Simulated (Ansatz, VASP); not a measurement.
# Two plane-wave programs on AlN

The input POSCAR:

```
AlN
1.0
    0.0000000000      2.0794345057      1.9759146328
    2.0794345057      0.0000000000      1.9759146328
    2.0794345057      2.0794345057      0.0000000000
Al N
1 1
Direct
    0.0000000000      0.0000000000      0.0000000000
    0.5000000000      0.5000000000      0.5000000000
```

INCAR.step1

```
PREC = Accurate
ENCUT = 520
EDIFF = 1E-5
ISMEAR = 0
SIGMA = 0.01
LREAL = F
LASPH = T
NELM = 60
ALGO = Normal
ISIF = 2
LWAVE = T
NBANDS = 11
GGA = PE
```

File INCAR.step2:

```
PREC = Accurate
ENCUT = 520
EDIFF = 1E-6
ISMEAR = 0
SIGMA = 0.01
LREAL = F
LASPH = T
NELM = 60
ALGO = Normal
ISIF = 2
LWAVE = F
LCHARG = T
GGA = PE
LHFCALC = T
HFSCREEN = 0.2079
PRECFOCK = Normal
LELF = T
LVHAR = T
NBANDS = 11
ISTART = 1
```

Contents of KPOINTS:

```
regular mesh
0
Gamma
  8 8 8
```

Input for Ansatz:

```yaml
crystal:
  lattice:
    - [0.0, 2.0794345057, 1.9759146328]
    - [2.0794345057, 0.0, 1.9759146328]
    - [2.0794345057, 2.0794345057, 0.0]
  atoms:
    - { symbol: Al, position: [0.0, 0.0, 0.0] }
    - { symbol: "N", position: [0.5, 0.5, 0.5] }
kpoints:
  mp_grid: { grid: [8, 8, 8] }
  band_path:
    path:
      - [0.0, 0.0, 0.0]
      - [0.5, 0.0, 0.5]
      - [0.625, 0.25, 0.625]
      - [0.375, 0.375, 0.75]
      - [0.5, 0.5, 0.5]
      - [0.5, 0.25, 0.75]
      - [0.5, 0.5, 0.0]
    npoints: 1
hamiltonian:
  xc: hse06
scf:
  occupations: { method: fixed }
  n_extra_bands: 4
output:
  forces: true
  stress: true
  eigenvalues: true
  write_density: true
  write_potential: true
  elf: true
  volumetric_format: npy
```

Change from the starting cell: epitaxial_xy strain +3.0%.

Alike in both runs: task single point; functional HSE06; k mesh 8 × 8 × 8; no spin polarisation.

|  | VASP | Ansatz |
| --- | --- | --- |
| version | VASP 6.6.1 | Ansatz 0.2.0 |
| potentials or method | VASP PAW PBE potentials, release 64 (Al, N) | plane waves, PAW |
| plane-wave cutoff (eV) | 520 | 420 |
| occupations | gaussian, width 0.01 eV | fixed |
| valence electrons in the cell | 8 | 8 |

```tsv
	VASP	Ansatz	Ansatz less VASP
gap on the k mesh at the Fermi level (eV)	5.21	5.28	+0.072
pressure (GPa)	-9.8	-9.9	-0.08
traceless stress, the component that is largest in VASP (GPa)	8.34	8.43	+0.091
```

Ansatz's warnings: stress exchange threshold loose, stress scf threshold loose.
